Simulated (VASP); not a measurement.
A run of VASP 6.6.1 is set up as follows.

File INCAR:

```
ALGO = Normal
EDIFF = 1E-6
ENCUT = 520
GGA = CA
ISIF = 2
ISMEAR = -1
LASPH = T
LCHARG = T
LELF = T
LREAL = F
LVHAR = T
LWAVE = F
NBANDS = 23
NELM = 100
PREC = Accurate
SIGMA = 0.15
```

File KPOINTS:

```
k-points
0
Gamma
  13 13 7
```

POSCAR

```
HfN
1.0
    3.1339080000     -0.0156695400      0.0000000000
   -1.5805242200      2.7218787700      0.0000000000
    0.0000000000      0.0000000000      5.4167680000
Hf N
2 2
Direct
    0.6666666667      0.3333333333      0.7500000000
    0.3333333333      0.6666666667      0.2500000000
    0.0000000000      0.0000000000      0.0000000000
    0.0000000000      0.0000000000      0.5000000000
```

Potentials or basis: VASP PAW LDA potentials, release 64 (Hf_pv, N).

The run is started by

```console
$ cat potpaw_LDA.64/Hf_pv/POTCAR potpaw_LDA.64/N/POTCAR > POTCAR
$ mpirun -np 1 vasp_std > vasp.out
```

Problem. Estimate the band gap on the k mesh.

Solution. Zero (bands 15 and 16 overlap by 1.75 eV).

Problem. What does it give for the largest force?

Solution. 0.019 eV/Å.

Forces on the atoms (eV/Å):
```
Hf  -0.019  0.001  0.000
Hf   0.019 -0.001  0.000
N    0.000  0.000  0.000
N    0.000  0.000  0.000
```

Caveat: the cell stands under tension; spin-orbit coupling is left out, which moves the levels of the heavy elements.
